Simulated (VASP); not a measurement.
# Zn4S (P4/mmm) in VASP: notebook

Zn4S is run at these levels: PBE; tasks: single point.

All numbers are computed with VASP 6.6.1; they aren't measurements. Logs are shortened: lines on timing, memory, paths and dates and some standing lists are left out, and cuts for length are marked.

## Step 1: The cell of the first run

It takes space group P4/mmm (No. 123, tetragonal). Conventional cell: a = 5.262 Å, b = 5.262 Å, c = 3.448 Å, α = 90.00°, β = 90.00°, γ = 90.00°. Zn (site symmetry m2m) has 2 Zn at 1.95 Å and 2 S at 2.21 Å within 2.6 Å. S (site symmetry 4/mmm) has 8 Zn at 2.21 Å within 2.9 Å.

## Step 2: Single point, PBE

INCAR reads:

```
SYSTEM = Zn4S
PREC = Accurate ; ENCUT = 520
EDIFF = 1E-6 ; ISMEAR = 0
SIGMA = 0.1 ; LREAL = .False.
LASPH = .True. ; NELM = 80
ALGO = Normal ; ISIF = 2
LWAVE = .False. ; LCHARG = .False.
GGA = PE ; NBANDS = 35
```

KPOINTS reads:

```
Automatic mesh
0
Gamma
  4 4 6
  0 0 0
```

POSCAR reads:

```
Zn4S
1.0
    5.2622730100      0.0000000000      0.0000000000
    0.0000000000      5.2622730100      0.0000000000
    0.0000000000      0.0000000000      3.4480279000
Zn S
4 1
Direct
    0.8142848300      0.8142848300      0.0000000000
    0.1857151700      0.1857151700      0.0000000000
    0.1857151700      0.8142848300      0.0000000000
    0.8142848300      0.1857151700      0.0000000000
    0.0000000000      0.0000000000      0.5000000000
```

Potentials or basis: VASP PAW PBE potentials, release 64 (Zn, S).

Started as:

```
$ cat potpaw_PBE.64/Zn/POTCAR potpaw_PBE.64/S/POTCAR > POTCAR
$ mpirun -np 1 vasp_std > vasp.out
```

OUTCAR:

```text
SYSTEM = Zn4S
   PREC = Accurate
   ENCUT = 520
   EDIFF = 1E-6
   ISMEAR = 0
   LREAL = .False.
   LASPH = .True.
   NELM = 80
   ISIF = 2
   GGA = PE

 ion  position               nearest neighbor table
   1  0.814  0.814  0.000-   3 1.95   4 1.95   5 2.21   5 2.21   2 2.76
   2  0.186  0.186  0.000-   3 1.95   4 1.95   5 2.21   5 2.21   1 2.76
   3  0.186  0.814  0.000-   1 1.95   2 1.95   5 2.21   5 2.21   4 2.76
   4  0.814  0.186  0.000-   1 1.95   2 1.95   5 2.21   5 2.21   3 2.76
   5  0.000  0.000  0.500-   1 2.21   2 2.21   3 2.21   4 2.21   1 2.21   2 2.21   3 2.21   4 2.21

  LATTYP: Found a simple tetragonal cell.
 ALAT       =     5.2622730100
 C/A-ratio  =     0.6552354645

  Lattice vectors:

 A1 = (   5.2622730100,   0.0000000000,   0.0000000000)
 A2 = (   0.0000000000,   5.2622730100,   0.0000000000)
 A3 = (   0.0000000000,   0.0000000000,   3.4480279000)

Analysis of symmetry for initial positions (statically):
=====================================================================
 Subroutine PRICEL returns:
 Original cell was already a primitive cell.

 Routine SETGRP: Setting up the symmetry group for a
 simple tetragonal supercell.

 Subroutine GETGRP returns: Found 16 space group operations
 (whereof 16 operations were pure point group operations)
 out of a pool of 16 trial point group operations.

The static configuration has the point symmetry D_4h.

Analysis of symmetry for dynamics (positions and initial velocities):
=====================================================================
 Subroutine PRICEL returns:
 Original cell was already a primitive cell.

 Routine SETGRP: Setting up the symmetry group for a
 simple tetragonal supercell.

 Subroutine GETGRP returns: Found 16 space group operations
 (whereof 16 operations were pure point group operations)
 out of a pool of 16 trial point group operations.

The dynamic configuration has the point symmetry D_4h.

 Subroutine INISYM returns: Found 16 space group operations
 (whereof 16 operations are pure point group operations),
 and found     1 'primitive' translations

----------------------------------------------------------------------------------------

                                     Primitive cell

  volume of cell :      95.4811

  direct lattice vectors                    reciprocal lattice vectors
     5.262273010  0.000000000  0.000000000     0.190031950  0.000000000  0.000000000
     0.000000000  5.262273010  0.000000000     0.000000000  0.190031950  0.000000000
     0.000000000  0.000000000  3.448027900     0.000000000  0.000000000  0.290020855

  length of vectors
     5.262273010  5.262273010  3.448027900     0.190031950  0.190031950  0.290020855

  position of ions in fractional coordinates (direct lattice)
     0.814284830  0.814284830  0.000000000
     0.185715170  0.185715170  0.000000000
     0.185715170  0.814284830  0.000000000
     0.814284830  0.185715170  0.000000000
     0.000000000  0.000000000  0.500000000

  ion indices of the primitive-cell ions
   primitive index   ion index
                 1           1
                 2           2
                 3           3
                 4           4
                 5           5

----------------------------------------------------------------------------------------

 KPOINTS: Automatic mesh

Automatic generation of k-mesh.
 Grid dimensions read from file:
 generate k-points for:    4    4    6

 Generating k-lattice:

  Cartesian coordinates                     Fractional coordinates (reciprocal lattice)
     0.047507987  0.000000000  0.000000000     0.250000000  0.000000000  0.000000000
     0.000000000  0.047507987  0.000000000     0.000000000  0.250000000  0.000000000
     0.000000000  0.000000000  0.048336809     0.000000000  0.000000000  0.166666667

  Length of vectors
     0.047507987  0.047507987  0.048336809

  Shift w.r.t. Gamma in fractional coordinates (k-lattice)
     0.000000000  0.000000000  0.000000000

 Subroutine IBZKPT returns following result:
 ===========================================

 Found     24 irreducible k-points:

 Following reciprocal coordinates:
            Coordinates               Weight
  0.000000  0.000000  0.000000      1.000000
  0.250000  0.000000  0.000000      4.000000
  0.500000  0.000000  0.000000      2.000000
  0.250000  0.250000  0.000000      4.000000
  0.500000  0.250000  0.000000      4.000000
  0.500000  0.500000  0.000000      1.000000
[... 16 lines left out ...]
  0.500000  0.250000  0.500000      4.000000
  0.500000  0.500000  0.500000      1.000000
   k-points           NKPTS =     24   k-points in BZ     NKDIM =     24   number of bands    NBANDS=     35
   number of dos      NEDOS =    301   number of ions     NIONS =      5
   total plane-waves  NPLWV =  44800
   dimension x,y,z NGX =    40 NGY =   40 NGZ =   28
   dimension x,y,z NGXF=    80 NGYF=   80 NGZF=   56
   ions per type =               4   1
   NGX,Y,Z   is equivalent  to a cutoff of  12.64, 12.64, 13.50 a.u.
   NGXF,Y,Z  is equivalent  to a cutoff of  25.27, 25.27, 27.00 a.u.
 SYSTEM =  Zn4S
   PREC   = accura    normal or accurate (medium, high low for compatibility)
   ISTART =      0    job   : 0-new  1-cont  2-samecut
   ICHARG =      2    charge: 1-file 2-atom 10-const
   ISPIN  =      1    spin polarized calculation?
   LNONCOLLINEAR =      F non collinear calculations
   LSORBIT =      F    spin-orbit coupling
   LASPH  =      T    aspherical Exc in radial PAW
   ENCUT  =  520.0 eV  38.22 Ry    6.18 a.u.   9.78  9.78  6.41*2*pi/ulx,y,z
   NELM   =     80;   NELMIN=  2; NELMDL= -5     # of ELM steps
   EDIFF  = 0.1E-05   stopping-criterion for ELM
   LREAL  =      F    real-space projection
   EDIFFG = 0.1E-04   stopping-criterion for IOM
   NSW    =      0    number of steps for IOM
   IBRION =     -1    ionic relax: 0-MD 1-quasi-New 2-CG
   NFREE  =      0    steps in history (QN), initial steepest desc. (CG)
   ISIF   =      2    stress and relaxation
   ISYM   =      2    0-nonsym 1-usesym 2-fastsym
   POTIM  = 0.5000    time-step for ionic-motion
   TEBEG  =    0.0;   TEEND  =   0.0 temperature during run
   PSTRESS=    0.0 pullay stress
   NELECT =      54.0000    total number of electrons
   NUPDOWN=      -1.0000    fix difference up-down
   EMIN   =  10.00;   EMAX   =-10.00  energy-range for DOS
   EFERMI =   0.00;   METHOD = LEGACY
   ISMEAR =     0;   SIGMA  =   0.10  broadening in eV -4-tet -1-fermi 0-gaus
   EFERMI_NEDOS =   21; number of points for ismear=-14 and -15
   IALGO  =     38    algorithm
   IMIX   =      4    mixing-type and parameters
     AMIX     =   0.40;   BMIX     =  1.00
     AMIX_MAG =   1.60;   BMIX_MAG =  1.00
  volume/ion in A,a.u.               =      19.10       128.87
  Fermi-wavevector in a.u.,A,eV,Ry     =   1.353839  2.558384 24.937834  1.832879
  Thomas-Fermi vector in A             =   2.481060
   LORBIT       =      0    0 simple, 1 ext, 2 COOP (PROOUT), +10 PAW based schemes
   GGA     = PE    functional components
   LHFCALC =     F    Hartree Fock is set to
   AEXX    =    0.0000 exact exchange contribution
   IVDW    =     0    specifies the selected vdW correction
   LEPSILON=     F    determine dielectric tensor
   LRPA    =     F    only Hartree local field effects (RPA)
 non-spin polarized calculation
 Gauss-broadening in eV      SIGMA  =   0.10
  energy-cutoff  :      520.00
  volume of cell :       95.48
 maximum number of plane-waves:      2601
 NGX is ok and might be reduce to    40
   NGX = 19   NGY = 19   NGZ = 13

 number of electron      54.0000033 magnetization

 Free energy of the ion-electron system (eV)
  ---------------------------------------------------
  ext. energy  EPLUGINS =         0.00000000
  ---------------------------------------------------
  free energy    TOTEN  =         3.28806280 eV

  energy without entropy =        3.29418306  energy(sigma->0) =        3.29112293

 E-fermi :   2.9645     XC(G=0):  -9.6950

 val. band max:        2.8855134062   @ k =   0.5000   0.0000   0.1667
 cond. band min:       3.0043329527   @ k =   0.2500   0.2500   0.3333
 fundamental gap:      0.1188195466
 Fermi energy:         2.9644944391

 k-point     1 :       0.0000    0.0000    0.0000
  band No.  band energies     occupation
      1     -15.4758      2.00000
      2      -9.0667      2.00000
      3      -8.0593      2.00000
      4      -7.8010      2.00000
      5      -7.5297      2.00000
      6      -7.5297      2.00000
[... 27 lines left out ...]
     34       7.8794      0.00000
     35       8.6305      0.00000

 k-point     2 :       0.2500    0.0000    0.0000
  band No.  band energies     occupation
      1     -15.4662      2.00000
      2      -9.0650      2.00000
      3      -8.0454      2.00000
      4      -7.7856      2.00000
      5      -7.5665      2.00000
      6      -7.4815      2.00000
[... 27 lines left out ...]
     34       8.7858      0.00000
     35      10.2492      0.00000

 k-point     3 :       0.5000    0.0000    0.0000
  band No.  band energies     occupation
      1     -15.4565      2.00000
      2      -9.0633      2.00000
      3      -8.0310      2.00000
      4      -7.7702      2.00000
      5      -7.6008      2.00000
      6      -7.4315      2.00000
[... 27 lines left out ...]
     34      10.8495      0.00000
     35      10.9447      0.00000
[... 723 lines left out ...]
 k-point    23 :       0.5000    0.2500    0.5000
  band No.  band energies     occupation
      1     -14.3977      2.00000
      2     -11.0104      2.00000
      3      -7.7252      2.00000
      4      -7.4151      2.00000
      5      -7.3927      2.00000
      6      -7.2276      2.00000
[... 27 lines left out ...]
     34       9.1712      0.00000
     35      10.0735      0.00000

 k-point    24 :       0.5000    0.5000    0.5000
  band No.  band energies     occupation
      1     -14.3949      2.00000
      2     -10.9970      2.00000
      3      -7.7040      2.00000
      4      -7.4094      2.00000
      5      -7.4094      2.00000
      6      -7.1790      2.00000
[... 27 lines left out ...]
     34       8.3523      0.00000
     35       8.3523      0.00000

------------------------ aborting loop because EDIFF is reached ----------------------------------------

  FORCE on cell =-STRESS in cart. coord.  units (eV):
  Direction    XX          YY          ZZ          XY          YZ          ZX
  --------------------------------------------------------------------------------------
  -------------------------------------------------------------------------------------
  Total       34.0413098     34.0413098     26.4521811      0.0000000      0.0000000      0.0000000
  in kB      571.2146299    571.2146299    443.8687263      0.0000000      0.0000000      0.0000000
  external PRESSURE =     528.7659954 kB  Pullay stress =       0.0000000 kB

 VOLUME and BASIS-vectors are now :
 -----------------------------------------------------------------------------
  energy-cutoff  :      520.00
  volume of cell :       95.48
      direct lattice vectors                 reciprocal lattice vectors
     5.262273010  0.000000000  0.000000000     0.190031950  0.000000000  0.000000000
     0.000000000  5.262273010  0.000000000     0.000000000  0.190031950  0.000000000
     0.000000000  0.000000000  3.448027900     0.000000000  0.000000000  0.290020855

 POSITION                                       TOTAL-FORCE (eV/Angst)
 -----------------------------------------------------------------------------------
      4.28499      4.28499      0.00000       -10.280620    -10.280620      0.000000
      0.97728      0.97728      0.00000        10.280620     10.280620      0.000000
      0.97728      4.28499      0.00000        10.280620    -10.280620      0.000000
      4.28499      0.97728      0.00000       -10.280620     10.280620     -0.000000
      0.00000      0.00000      1.72401         0.000000      0.000000      0.000000
 -----------------------------------------------------------------------------------
    total drift:                                0.000000      0.000000     -0.000000

  FREE ENERGIE OF THE ION-ELECTRON SYSTEM (eV)
  ---------------------------------------------------
  free  energy   TOTEN  =         3.2880627977 eV

  energy  without entropy=        3.2941830556  energy(sigma->0) =        3.29112293
```

Wall time 35 s (1 thread of Intel Xeon 6975P-C (Granite Rapids), shared host); peak memory 0.23 GiB.

What came out:

| Quantity | Value |
| --- | --- |
| Free energy | 3.2881 eV |
| Pressure | 52.9 GPa |
| Largest force | 14.539 eV/Å |
| Band gap on the k mesh | zero (band 27 reaches 3.68 eV, above the bottom of band 28 at 1.67 eV) |

Forces in eV/Å, atoms in the order of the input:
```
Zn  -10.281 -10.281   0.000
Zn   10.281  10.281   0.000
Zn   10.281 -10.281   0.000
Zn  -10.281  10.281   0.000
S     0.000   0.000   0.000
```

Stress tensor (GPa, compression positive):
```
57.12  0.00  0.00
 0.00 57.12  0.00
 0.00  0.00 44.39
```

Levels at points of the mesh, in eV from the Fermi level:
| k point | band 24 | band 25 | band 26 | band 27 | band 28 | band 29 | band 30 | band 31 |
| --- | --- | --- | --- | --- | --- | --- | --- | --- |
| (0.00, 0.00, 0.00) | -4.66 | -4.49 | -2.49 | -0.82 | 1.16 | 1.16 | 1.92 | 4.57 |
| (0.50, 0.00, 0.00) | -4.42 | -3.65 | -1.65 | -0.88 | -0.37 | 1.44 | 2.32 | 3.21 |
| (0.50, 0.50, 0.00) | -4.36 | -2.79 | -2.07 | -0.33 | -0.33 | 1.61 | 1.87 | 4.19 |
| (0.00, 0.00, 0.50) | -5.59 | -2.35 | -2.35 | -2.11 | -0.68 | 0.56 | 3.81 | 3.92 |
| (0.50, 0.00, 0.50) | -5.51 | -4.48 | -2.23 | -1.07 | 1.95 | 2.02 | 2.12 | 2.83 |
| (0.50, 0.50, 0.50) | -5.70 | -4.21 | -4.21 | -0.63 | 1.35 | 2.75 | 3.77 | 4.61 |

Caveat: forces of over 1 eV/Å act on the atoms, so gaps and moduli don't describe the material at rest.

## Step 3: Single point, PBE

This run uses another cell than the first one, of 19.61 Å³/atom, 1.027 times its volume.

INCAR reads:

```
PREC = Accurate
ENCUT = 520
EDIFF = 1E-6
ISMEAR = 0
SIGMA = 0.1
LREAL = False
LASPH = True
NELM = 100
ALGO = Normal
ISIF = 2
LWAVE = False
LCHARG = False
GGA = PE
NBANDS = 35
```

KPOINTS reads:

```
regular mesh
0
Gamma
  4 4 6
```

POSCAR reads:

```
Zn4S
1.0
    5.3655869761      0.0000000000      0.0000000000
    0.0000000000      5.3655869761      0.0000000000
    0.0000000000      0.0000000000      3.4054991383
Zn S
4 1
Direct
    0.7358669838      0.7358669838      0.0000000000
    0.2641330162      0.2641330162      0.0000000000
    0.2641330162      0.7358669838      0.0000000000
    0.7358669838      0.2641330162      0.0000000000
    0.0000000000      0.0000000000      0.5000000000
```

Potentials or basis: VASP PAW PBE potentials, release 64 (Zn, S).

Started as:

```
$ cat potpaw_PBE.64/Zn/POTCAR potpaw_PBE.64/S/POTCAR > POTCAR
$ mpirun -np 1 vasp_std > vasp.out
```

It took 32 s on 1 thread of Intel Xeon 6975P-C (Granite Rapids), shared host; peak memory 0.23 GiB.

The run converged. Its results:

```
Free energy            : -8.1120 eV
Pressure               : 0.1 GPa
Band gap on the k mesh : zero (band 27 reaches 2.55 eV, above the bottom of band 28 at 1.62 eV)
```

Levels at points of the mesh, in eV from the Fermi level:
```csv
k point,band 23,band 24,band 25,band 26,band 27,band 28,band 29,band 30,band 31,band 32
"(0.00, 0.00, 0.00)",-4.88,-4.88,-2.08,-1.92,0.02,0.02,1.10,2.09,5.50,5.88
"(0.50, 0.00, 0.00)",-4.80,-3.79,-3.03,-1.96,-1.49,1.35,1.93,4.39,4.56,5.38
"(0.50, 0.50, 0.00)",-6.56,-5.34,-1.88,-0.41,-0.41,-0.34,4.73,4.88,5.10,5.53
"(0.00, 0.00, 0.50)",-3.48,-3.48,-3.21,-0.73,-0.69,-0.69,-0.12,3.06,3.06,4.48
"(0.50, 0.00, 0.50)",-4.41,-4.13,-3.23,-0.85,-0.05,0.61,0.77,1.44,1.67,2.45
"(0.50, 0.50, 0.50)",-3.66,-3.66,-3.28,-3.25,-3.25,-0.10,3.82,3.82,4.18,4.77
```
